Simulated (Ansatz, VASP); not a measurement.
This is a calculation of Bi for Ansatz 0.2.0.

The input input.yaml:

```yaml
crystal:
  lattice:
    - [3.1946090396, 0.0, 0.0]
    - [0.0, 3.178102262, 0.0]
    - [-0.0793675179, 0.0, 6.356798534]
  atoms:
    - { symbol: Bi, position: [0.54424725, 0.0, 0.74957789] }
    - { symbol: Bi, position: [0.45575275, 0.0, 0.25042211] }
kpoints:
  mp_grid: { grid: [8, 8, 4] }
scf:
  occupations: { method: fermi_dirac, width: 0.05 }
hamiltonian:
  xc: pbe
  pseudopotentials: { kind: all_electron, lapw: { basis_error: 0.0005 } }
output:
  forces: true
  stress: true
  eigenvalues: true
```

Potentials or basis: all-electron LAPW, scalar-relativistic.

Launch:

```bash
$ ansatz run input.yaml --threads 1 --pin off --max-ram 3072MiB --backend cpu --events-out ev --progress --plain --runs-dir out
```

**Question.** Set up the same calculation for VASP 6.6.1. Potentials there: VASP PAW PBE potentials, release 64 (Bi_d).

**Answer.** As run (the cutoff follows the program's own potentials):

File INCAR:

```
SYSTEM = Bi
ALGO = Fast ; EDIFF = 1E-7
ENCUT = 520 ; GGA = PE
ISIF = 2 ; ISMEAR = -1
LASPH = .TRUE. ; LCHARG = .TRUE.
LELF = .TRUE. ; LREAL = .FALSE.
LVHAR = .TRUE. ; LWAVE = .FALSE.
NBANDS = 22 ; NELM = 60
PREC = Accurate ; SIGMA = 0.05
```

File KPOINTS:

```
k-points
0
G
  8 8 4
  0 0 0
```

Contents of POSCAR:

```
Bi
1.0
    3.1946090396      0.0000000000      0.0000000000
    0.0000000000      3.1781022620      0.0000000000
   -0.0793675179      0.0000000000      6.3567985340
Bi
2
Direct
    0.5442472500      0.0000000000      0.7495778900
    0.4557527500      0.0000000000      0.2504221100
```

Potentials or basis: VASP PAW PBE potentials, release 64 (Bi_d).

Command:

```console
$ cat potpaw_PBE.64/Bi_d/POTCAR > POTCAR
$ mpirun -np 1 vasp_std > vasp.out
```

Both were run:

|  | VASP | Ansatz | Ansatz less VASP |
| --- | --- | --- | --- |
| gap on the k mesh at the Fermi level (eV) | none | none | - |
| pressure (GPa) | 4.6 | 4.7 | +0.08 |
| traceless stress, the component that is largest in VASP (GPa) | 0.67 | 0.67 | 0.000 |
| rms of the force components (eV/Å) | 0.015 | 0.016 | +0.0002 |

Atom by atom the forces differ by 0.000 eV/Å (rms over components). A gap of «none» marks a metal or a gap that the smearing closes. Ansatz ran all-electron here, and VASP with PAW potentials.

Neither program's run includes spin-orbit coupling.
